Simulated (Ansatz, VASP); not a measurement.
One calculation of CsLiCr2Te2S3, two programs

File INCAR:

```
ALGO = Normal
EDIFF = 1E-7
ENCUT = 520
GGA = PE
ISIF = 2
ISMEAR = -1
ISPIN = 2
LASPH = T
LCHARG = F
LMAXMIX = 4
LORBIT = 11
LREAL = F
LWAVE = F
MAGMOM = 0 0 3 3 0 0 0 0 0
NBANDS = 47
NELM = 150
PREC = Accurate
SIGMA = 0.05
```

KPOINTS

```
k-points
0
Gamma
  4 4 3
```

The input POSCAR:

```
CsLiCr2Te2S3
1.0
    3.4887276255     -5.2822979530      0.0079937645
    3.4887276255      5.2822979530      0.0079937645
   -2.9610677937      0.0000000000      7.5766715105
Cs Li Cr Te S
1 1 2 2 3
Direct
    0.0937400000      0.0937400000      0.0085300000
    0.5887500000      0.5887500000      0.5533600000
    0.0564600000      0.4675500000      0.5579000000
    0.4675500000      0.0564600000      0.5579000000
    0.5648600000      0.8735700000      0.2903500000
    0.8735700000      0.5648600000      0.2903500000
    0.8115100000      0.3969700000      0.7334700000
    0.3969700000      0.8115100000      0.7334700000
    0.2140400000      0.2140400000      0.4837100000
```

The input input.yaml:

```yaml
crystal:
  lattice:
    - [3.4887276255, -5.282297953, 0.0079937645]
    - [3.4887276255, 5.282297953, 0.0079937645]
    - [-2.9610677937, 0.0, 7.5766715105]
  atoms:
    - { symbol: Cs, position: [0.09374, 0.09374, 0.00853] }
    - { symbol: Li, position: [0.58875, 0.58875, 0.55336] }
    - { symbol: Cr, position: [0.05646, 0.46755, 0.5579], spin: 3.0 }
    - { symbol: Cr, position: [0.46755, 0.05646, 0.5579], spin: 3.0 }
    - { symbol: Te, position: [0.56486, 0.87357, 0.29035] }
    - { symbol: Te, position: [0.87357, 0.56486, 0.29035] }
    - { symbol: S, position: [0.81151, 0.39697, 0.73347] }
    - { symbol: S, position: [0.39697, 0.81151, 0.73347] }
    - { symbol: S, position: [0.21404, 0.21404, 0.48371] }
kpoints:
  mp_grid: { grid: [4, 4, 3] }
scf:
  occupations: { method: fermi_dirac, width: 0.05 }
hamiltonian:
  xc: pbe
  pseudopotentials: { kind: all_electron, lapw: { basis_error: 0.003 } }
magnetization:
  spin_polarized: true
output:
  forces: true
  stress: true
  eigenvalues: true
```

Change from the starting cell: volume scaled by 1.06.

Alike in both runs: task single point; functional PBE; k mesh 4 × 4 × 3; occupations fermi-dirac, width 0.05 eV; collinear spin.

|  | VASP | Ansatz |
| --- | --- | --- |
| version | VASP 6.6.1 | Ansatz 0.2.0 |
| potentials or method | VASP PAW PBE potentials, release 64 (Cs_sv, Li_sv, Cr_pv, Te, S), cutoff 520 eV | all-electron LAPW, scalar-relativistic |

Ansatz gave:

- gap on the k mesh at the Fermi level (eV): none
- rms of the force components (eV/Å): 0.172
- net moment per atom (μB): 0.45
- size of the moment on the site where the two differ most (μB): 2.38

Task: Which values does VASP return?

Result: gap on the k mesh at the Fermi level (eV): none; rms of the force components (eV/Å): 0.170; net moment per atom (μB): 0.45; size of the moment on the site where the two differ most (μB): 2.42.

Site moments also hang on the region over which each program counts them. Atom by atom the forces differ by 0.004 eV/Å (rms over components). A gap of «none» marks a metal or a gap that the smearing closes. Ansatz ran all-electron here, and VASP with PAW potentials.

Spin-orbit coupling is off throughout. Noted on VASP's run: the cutoff is short for stress, so the pressure is rough. Noted on Ansatz's run: the k mesh is thin for a metal, which can move the energy by tens of meV per atom.
